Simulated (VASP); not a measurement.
# NiGe (P-6m2) in VASP: single point with PBE

Aim: the single point of NiGe with PBE.

All numbers are computed with VASP 6.6.1; they aren't measurements. Logs are shortened: lines on timing, memory, paths and dates and some standing lists are left out, and cuts for length are marked.

## Step 1: The cell of the first run

It takes space group P-6m2 (No. 187, hexagonal). The conventional cell has a = 3.565 Å, b = 3.565 Å, c = 2.645 Å, α = 90.00°, β = 90.00°, γ = 120.00°. Within 3.2 Å of Ni (site symmetry -6m2) lie 6 Ge at 2.45 Å and 2 Ni at 2.65 Å. Ge (site symmetry -6m2) has 6 Ni at 2.45 Å and 2 Ge at 2.65 Å within 3.2 Å.

## Step 2: Single point, PBE

POSCAR reads:

```
NiGe
1.0
    3.5650650995      0.0000000000      0.0000000000
   -1.7825325498      3.0874369423      0.0000000000
    0.0000000000      0.0000000000      2.6453926959
Ni Ge
1 1
Direct
    0.0000000000      0.0000000000      0.5000000000
    0.6666666667      0.3333333333      0.0000000000
```

INCAR.step1 reads:

```
SYSTEM = NiGe
PREC = Accurate
ENCUT = 520
EDIFF = 1E-6
ISMEAR = 0
SIGMA = 0.1
LREAL = .False.
LASPH = .True.
NELM = 60
ALGO = Normal
ISIF = 2
LWAVE = .False.
LCHARG = .True.
LMAXMIX = 4
GGA = PE
NBANDS = 19
```

KPOINTS.step1 reads:

```
Automatic mesh
0
Gamma
  12 12 16
  0 0 0
```

INCAR.step2 reads:

```
SYSTEM = NiGe
PREC = Accurate
ENCUT = 520
EDIFF = 1E-6
ISMEAR = -5
SIGMA = 0.1
LREAL = .False.
LASPH = .True.
NELM = 60
ALGO = Normal
ISIF = 2
LWAVE = .False.
LCHARG = .False.
LMAXMIX = 4
GGA = PE
LORBIT = 11
NEDOS = 1001
ICHARG = 11
```

KPOINTS.step2 reads:

```
Automatic mesh
0
Gamma
  18 18 24
  0 0 0
```

Potentials or basis: VASP PAW PBE potentials, release 64 (Ni, Ge_d).

Started as:

```console
$ cat potpaw_PBE.64/Ni/POTCAR potpaw_PBE.64/Ge_d/POTCAR > POTCAR
$ cp INCAR.step1 INCAR
$ cp KPOINTS.step1 KPOINTS
$ mpirun -np 1 vasp_std > vasp.out
$ cp INCAR.step2 INCAR
$ cp KPOINTS.step2 KPOINTS
$ mpirun -np 1 vasp_std > vasp.out
```

OUTCAR:

```text
SYSTEM = NiGe
   PREC = Accurate
   ENCUT = 520
   EDIFF = 1E-6
   ISMEAR = -5
   LREAL = .False.
   LASPH = .True.
   NELM = 60
   ISIF = 2
   GGA = PE
   LORBIT = 11
   ICHARG = 11

 ion  position               nearest neighbor table
   1  0.000  0.000  0.500-   2 2.45   2 2.45   2 2.45   2 2.45   2 2.45   2 2.45
   2  0.667  0.333  0.000-   1 2.45   1 2.45   1 2.45   1 2.45   1 2.45   1 2.45

  LATTYP: Found a hexagonal cell.
 ALAT       =     3.5650650995
 C/A-ratio  =     0.7420320870

  Lattice vectors:

 A1 = (   3.5650650995,   0.0000000000,   0.0000000000)
 A2 = (  -1.7825325498,   3.0874369423,   0.0000000000)
 A3 = (   0.0000000000,   0.0000000000,   2.6453926959)

Analysis of symmetry for initial positions (statically):
=====================================================================
 Subroutine PRICEL returns:
 Original cell was already a primitive cell.

 Routine SETGRP: Setting up the symmetry group for a
 hexagonal supercell.

 Subroutine GETGRP returns: Found 12 space group operations
 (whereof 12 operations were pure point group operations)
 out of a pool of 24 trial point group operations.

The static configuration has the point symmetry D_3h.

Analysis of symmetry for dynamics (positions and initial velocities):
=====================================================================
 Subroutine PRICEL returns:
 Original cell was already a primitive cell.

 Routine SETGRP: Setting up the symmetry group for a
 hexagonal supercell.

 Subroutine GETGRP returns: Found 12 space group operations
 (whereof 12 operations were pure point group operations)
 out of a pool of 24 trial point group operations.

The dynamic configuration has the point symmetry D_3h.

 Subroutine INISYM returns: Found 12 space group operations
 (whereof 12 operations are pure point group operations),
 and found     1 'primitive' translations

----------------------------------------------------------------------------------------

                                     Primitive cell

  volume of cell :      29.1176

  direct lattice vectors                    reciprocal lattice vectors
     3.565065099  0.000000000  0.000000000     0.280499787  0.161946627  0.000000000
    -1.782532550  3.087436942  0.000000000     0.000000000  0.323893255  0.000000000
     0.000000000  0.000000000  2.645392696     0.000000000  0.000000000  0.378015711

  length of vectors
     3.565065099  3.565065100  2.645392696     0.323893255  0.323893255  0.378015711

  position of ions in fractional coordinates (direct lattice)
     0.000000000  0.000000000  0.500000000
     0.666666667  0.333333333  0.000000000

  ion indices of the primitive-cell ions
   primitive index   ion index
                 1           1
                 2           2

----------------------------------------------------------------------------------------

 KPOINTS: Automatic mesh

Automatic generation of k-mesh.
 Grid dimensions read from file:
 generate k-points for:   18   18   24

 Generating k-lattice:

  Cartesian coordinates                     Fractional coordinates (reciprocal lattice)
     0.015583321  0.008997035  0.000000000     0.055555556  0.000000000  0.000000000
     0.000000000  0.017994070  0.000000000     0.000000000  0.055555556  0.000000000
     0.000000000  0.000000000  0.015750655     0.000000000  0.000000000  0.041666667

  Length of vectors
     0.017994070  0.017994070  0.015750655

  Shift w.r.t. Gamma in fractional coordinates (k-lattice)
     0.000000000  0.000000000  0.000000000

 TETIRR: Found   7908 inequivalent tetrahedra from    46656

 Subroutine IBZKPT returns following result:
 ===========================================

 Found    481 irreducible k-points:

 Following reciprocal coordinates:
            Coordinates               Weight
  0.000000  0.000000  0.000000      1.000000
  0.055556  0.000000  0.000000      6.000000
  0.111111  0.000000  0.000000      6.000000
  0.166667  0.000000  0.000000      6.000000
  0.222222  0.000000  0.000000      6.000000
  0.277778  0.000000  0.000000      6.000000
[... 16 lines left out ...]
  0.333333  0.111111  0.000000     12.000000
  0.388889  0.111111  0.000000     12.000000
 [... further k-points ...]
   k-points           NKPTS =    481   k-points in BZ     NKDIM =    481   number of bands    NBANDS=     16
   number of dos      NEDOS =   1001   number of ions     NIONS =      2
   total plane-waves  NPLWV =  15680
   dimension x,y,z NGX =    28 NGY =   28 NGZ =   20
   dimension x,y,z NGXF=    56 NGYF=   56 NGZF=   40
   ions per type =               1   1
   NGX,Y,Z   is equivalent  to a cutoff of  13.06, 13.06, 12.57 a.u.
   NGXF,Y,Z  is equivalent  to a cutoff of  26.11, 26.11, 25.14 a.u.
 SYSTEM =  NiGe
   PREC   = accura    normal or accurate (medium, high low for compatibility)
   ISTART =      0    job   : 0-new  1-cont  2-samecut
   ICHARG =     11    charge: 1-file 2-atom 10-const
   ISPIN  =      1    spin polarized calculation?
   LNONCOLLINEAR =      F non collinear calculations
   LSORBIT =      F    spin-orbit coupling
   LASPH  =      T    aspherical Exc in radial PAW
   ENCUT  =  520.0 eV  38.22 Ry    6.18 a.u.   6.63  6.63  4.92*2*pi/ulx,y,z
   NELM   =     60;   NELMIN=  2; NELMDL=  0     # of ELM steps
   EDIFF  = 0.1E-05   stopping-criterion for ELM
   LREAL  =      F    real-space projection
   EDIFFG = 0.1E-04   stopping-criterion for IOM
   NSW    =      0    number of steps for IOM
   IBRION =     -1    ionic relax: 0-MD 1-quasi-New 2-CG
   NFREE  =      0    steps in history (QN), initial steepest desc. (CG)
   ISIF   =      2    stress and relaxation
   ISYM   =      2    0-nonsym 1-usesym 2-fastsym
   POTIM  = 0.5000    time-step for ionic-motion
   TEBEG  =    0.0;   TEEND  =   0.0 temperature during run
   PSTRESS=    0.0 pullay stress
   NELECT =      24.0000    total number of electrons
   NUPDOWN=      -1.0000    fix difference up-down
   EMIN   =  10.00;   EMAX   =-10.00  energy-range for DOS
   EFERMI =   0.00;   METHOD = LEGACY
   ISMEAR =    -5;   SIGMA  =   0.10  broadening in eV -4-tet -1-fermi 0-gaus
   EFERMI_NEDOS =   21; number of points for ismear=-14 and -15
   IALGO  =     38    algorithm
   IMIX   =      4    mixing-type and parameters
     AMIX     =   0.40;   BMIX     =  1.00
     AMIX_MAG =   1.60;   BMIX_MAG =  1.00
  volume/ion in A,a.u.               =      14.56        98.25
  Fermi-wavevector in a.u.,A,eV,Ry     =   1.534947  2.900629 32.056167  2.356062
  Thomas-Fermi vector in A             =   2.641804
   LORBIT       =     11    0 simple, 1 ext, 2 COOP (PROOUT), +10 PAW based schemes
   GGA     = PE    functional components
   LHFCALC =     F    Hartree Fock is set to
   AEXX    =    0.0000 exact exchange contribution
   IVDW    =     0    specifies the selected vdW correction
   LEPSILON=     F    determine dielectric tensor
   LRPA    =     F    only Hartree local field effects (RPA)
 non-spin polarized calculation
 Fermi weights with tetrahedron method with Bloechl corrections
  energy-cutoff  :      520.00
  volume of cell :       29.12
 maximum number of plane-waves:       808
 NGX is ok and might be reduce to    28

 number of electron      23.9999987 magnetization

 Free energy of the ion-electron system (eV)
  ---------------------------------------------------
  ext. energy  EPLUGINS =         0.00000000
  ---------------------------------------------------
  free energy    TOTEN  =       -10.29041489 eV

  energy without entropy =      -10.29041489  energy(sigma->0) =      -10.29041489

 E-fermi :   7.8386     XC(G=0): -11.9826

 val. band max:        7.8466283610   @ k =   0.2222   0.1667   0.3333
 cond. band min:       7.8128215650   @ k =   0.3333   0.3333   0.5000
 fundamental gap:     -0.0338067961
 Fermi energy:         7.8385598663

 k-point     1 :       0.0000    0.0000    0.0000
  band No.  band energies     occupation
      1     -16.9915      2.00000
      2     -16.8178      2.00000
      3     -16.8178      2.00000
      4     -16.7905      2.00000
      5     -16.7905      2.00000
      6      -4.7122      2.00000
[... 8 lines left out ...]
     15      15.1131      0.00000
     16      15.1131      0.00000

 k-point     2 :       0.0556    0.0000    0.0000
  band No.  band energies     occupation
      1     -16.9913      2.00000
      2     -16.8179      2.00000
      3     -16.8172      2.00000
      4     -16.7906      2.00000
      5     -16.7906      2.00000
      6      -4.6704      2.00000
[... 8 lines left out ...]
     15      15.1455      0.00000
     16      15.3458      0.00000

 k-point     3 :       0.1111    0.0000    0.0000
  band No.  band energies     occupation
      1     -16.9905      2.00000
      2     -16.8184      2.00000
      3     -16.8156      2.00000
      4     -16.7910      2.00000
      5     -16.7908      2.00000
      6      -4.5460      2.00000
[... 8 lines left out ...]
     15      15.5595      0.00000
     16      15.5948      0.00000

 k-point     4 :       0.1667    0.0000    0.0000
  band No.  band energies     occupation
      1     -16.9894      2.00000
      2     -16.8190      2.00000
      3     -16.8131      2.00000
      4     -16.7914      2.00000
      5     -16.7911      2.00000
      6      -4.3426      2.00000
[... 8 lines left out ...]
     15      15.8472      0.00000
     16      16.4730      0.00000
[... 324 lines left out ...]
 k-point    22 :       0.2778    0.1111    0.0000
  band No.  band energies     occupation
      1     -16.9848      2.00000
      2     -16.8202      2.00000
      3     -16.8043      2.00000
      4     -16.7935      2.00000
      5     -16.7920      2.00000
      6      -3.2637      2.00000
[... 8 lines left out ...]
     15      17.0874      0.00000
     16      18.2306      0.00000

 k-point    23 :       0.3333    0.1111    0.0000
  band No.  band energies     occupation
      1     -16.9837      2.00000
      2     -16.8205      2.00000
      3     -16.8023      2.00000
      4     -16.7939      2.00000
      5     -16.7922      2.00000
      6      -2.9101      2.00000
[... 8 lines left out ...]
     15      17.4539      0.00000
     16      19.5569      0.00000

 k-point    24 :       0.3889    0.1111    0.0000
  band No.  band energies     occupation
      1     -16.9831      2.00000
      2     -16.8207      2.00000
      3     -16.8009      2.00000
      4     -16.7942      2.00000
      5     -16.7923      2.00000
      6      -2.6342      2.00000
[... 8 lines left out ...]
     15      17.7231      0.00000
     16      20.8806      0.00000

 [... further k-points ...]

------------------------ aborting loop because EDIFF is reached ----------------------------------------

  FORCE on cell =-STRESS in cart. coord.  units (eV):
  Direction    XX          YY          ZZ          XY          YZ          ZX
  --------------------------------------------------------------------------------------
  -------------------------------------------------------------------------------------
  Total        0.0181502      0.0181502      0.0158042     -0.0000000     -0.0000000      0.0000000
  in kB        0.9987026      0.9987026      0.8696146     -0.0000000     -0.0000000      0.0000000
  external PRESSURE =       0.9556733 kB  Pullay stress =       0.0000000 kB

 VOLUME and BASIS-vectors are now :
 -----------------------------------------------------------------------------
  energy-cutoff  :      520.00
  volume of cell :       29.12
      direct lattice vectors                 reciprocal lattice vectors
     3.565065099  0.000000000  0.000000000     0.280499787  0.161946627  0.000000000
    -1.782532550  3.087436942  0.000000000     0.000000000  0.323893255  0.000000000
     0.000000000  0.000000000  2.645392696     0.000000000  0.000000000  0.378015711

 POSITION                                       TOTAL-FORCE (eV/Angst)
 -----------------------------------------------------------------------------------
      0.00000      0.00000      1.32270        -0.000000      0.000000      0.000000
      1.78253      1.02915      0.00000         0.000000      0.000000      0.000000
 -----------------------------------------------------------------------------------
    total drift:                               -0.006597      0.003809     -0.000000

  FREE ENERGIE OF THE ION-ELECTRON SYSTEM (eV)
  ---------------------------------------------------
  free  energy   TOTEN  =       -10.2904148907 eV

  energy  without entropy=      -10.2904148907  energy(sigma->0) =      -10.29041489

 total charge

# of ion       s       p       d       tot
------------------------------------------
    1        0.459   0.469   8.451   9.379
    2        1.116   1.202  10.080  12.399
--------------------------------------------------
tot          1.575   1.672  18.532  21.778
```

It took 4.3 min on 1 thread of Intel Xeon 8259CL, shared host; peak memory 0.36 GiB.

What came out:

```
Valence electrons inside the program's atomic spheres : Ni 9.38; Ge 12.40
```

Levels at points of the mesh, in eV from the Fermi level:
| k point | band 9 | band 10 | band 11 | band 12 | band 13 | band 14 | band 15 | band 16 |
| --- | --- | --- | --- | --- | --- | --- | --- | --- |
| (0.00, 0.00, 0.00) | -3.05 | -1.46 | -1.46 | 2.85 | 2.85 | 5.32 | 7.27 | 7.27 |
| (0.50, 0.00, 0.00) | -2.16 | -1.69 | -1.63 | -1.48 | -0.52 | 4.82 | 9.90 | 13.95 |
| (0.00, 0.00, 0.50) | -2.78 | -2.03 | -2.03 | -0.23 | 5.56 | 5.56 | 9.56 | 9.60 |
| (0.50, 0.00, 0.50) | -2.94 | -1.61 | -1.31 | -1.24 | 0.72 | 2.53 | 5.38 | 7.09 |

Caveat: tetrahedron occupations give inexact forces and stress in metals.
